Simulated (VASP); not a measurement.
Be, 8 atoms in the cell. The cell holds a slab with vacuum, 8 atoms: a = 2.281 Å, b = 3.747 Å, c = 17.975 Å, α = 90.00°, β = 90.00°, γ = 90.00°. 

```yaml
Program: VASP 6.6.1
Task: single point
Functional: LDA
Potentials_or_basis: VASP PAW LDA potentials, release 64 (Be)
Cutoff: 520 eV
k_mesh: 7 × 5 × 1
Occupations: methfessel-paxton, width 0.1 eV
Spin: no spin polarisation
Dipole_correction: yes
Further_INCAR_settings: ALGO = Normal; EDIFF = 1e-06; NBANDS = 18; NELMDL = -8
```

Potentials or basis: VASP PAW LDA potentials, release 64 (Be).

Command:

```console
$ cat potpaw_LDA.64/Be/POTCAR > POTCAR
$ mpirun -np 1 vasp_std > vasp.out
```

Hardware: 1 thread of Intel(R) Xeon(R) 6975P-C (Granite Rapids), with other jobs on the host.

Task: Estimate the wall time of this run.

Result: Wall time 30 s on 1 thread of Intel(R) Xeon(R) 6975P-C (Granite Rapids) (shared host), peak memory 0.19 GiB. Counts: scf iterations 23, k points 12.
